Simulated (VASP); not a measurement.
Set up this calculation in VASP 6.6.1, as the native input.

```yaml
Task: single point
Functional: PBE
Potentials_or_basis: VASP PAW PBE potentials, release 64 (Sn_d, Ge_d)
Cutoff: 520 eV
k_mesh: 4 × 4 × 4
Occupations: gaussian, width 0.1 eV
Spin: no spin polarisation
Dipole_correction: no
Further_INCAR_settings: ALGO = Normal; EDIFF = 1e-06; NBANDS = 51
```

The structure of SnGe5 lies in POSCAR:

```
SnGe5
1.0
    0.0000000000      3.8814254600      3.8814254600
    3.8814254600      0.0000000000      3.8814254600
    3.8814254600      3.8814254600      0.0000000000
Sn Ge
1 5
Direct
    0.0000000000      0.0000000000      0.0000000000
    0.7500000000      0.7500000000      0.7500000000
    0.3759736600      0.3759736600      0.8720790100
    0.3759736600      0.8720790100      0.3759736600
    0.3759736600      0.3759736600      0.3759736600
    0.8720790100      0.3759736600      0.3759736600
```

The cell was generated, and may not be a known phase.

The input as run:

INCAR

```
ALGO     = Normal         # electronic algorithm
EDIFF    = 1E-6           # SCF threshold, eV
ENCUT    = 520            # plane-wave cutoff, eV
GGA      = PE             # functional
ISIF     = 2              # what is computed and relaxed
ISMEAR   = 0              # smearing method
LASPH    = T              # aspherical terms in the spheres
LCHARG   = F              # write CHGCAR
LREAL    = F              # projectors in reciprocal space
LWAVE    = F              # write WAVECAR
NBANDS   = 51             # bands
NELM     = 80             # most SCF steps
PREC     = Accurate       # precision mode
SIGMA    = 0.1            # smearing width, eV
```

KPOINTS

```
k-points
0
Gamma
  4 4 4
```

Potentials or basis: VASP PAW PBE potentials, release 64 (Sn_d, Ge_d).

The run is started by

```bash
$ cat potpaw_PBE.64/Sn_d/POTCAR potpaw_PBE.64/Ge_d/POTCAR > POTCAR
$ mpirun -np 1 vasp_std > vasp.out
```

It gave:

The pressure is 6.3 GPa. The largest force is 0.124 eV/Å. The band gap on the k mesh is zero (bands 42 and 43 overlap by 1.76 eV).

Caveat: the cell stands under pressure; spin-orbit coupling is left out, which moves the levels of the heavy elements.

Run time: 35 s on 1 thread of AMD EPYC 9R45 (Zen 5) (shared host), peak memory 0.23 GiB.
